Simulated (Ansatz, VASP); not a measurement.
## One calculation of Ga, two programs

```xyz
4
Lattice="3.0434 0.0000 0.0000 -1.5217 2.6357 0.0000 0.0000 0.0000 9.9346" Properties=species:S:1:pos:R:3 pbc="T T T"
Ga   -1.5217    2.6357    9.9346
Ga   -1.5217    2.6357    4.9673
Ga    0.0000    1.7571    2.4837
Ga    1.5217    0.8786    7.4510
```

Alike in both runs: task single point; functional BLYP; k mesh 13 × 13 × 4; occupations fermi-dirac, width 0.1 eV; no spin polarisation.

|  | VASP | Ansatz |
| --- | --- | --- |
| version | VASP 6.6.1 | Ansatz 0.2.0 |
| potentials or method | VASP PAW PBE potentials, release 64 (Ga_d), cutoff 520 eV | plane waves (420 eV) with PAW, scalar-relativistic |
| valence electrons in the cell | 52 | 52 |

Ansatz gave:

- pressure (GPa): 3.2
- traceless stress, the component that is largest in VASP (GPa): 0.20

Q: What did VASP give for the same quantities?

A: Pressure (GPa): 3.1; traceless stress, the component that is largest in VASP (GPa): 0.20.

VASP's potentials were made for PBE, not for BLYP. The functional is the same, so the differences come from potentials, cutoffs and numerics.
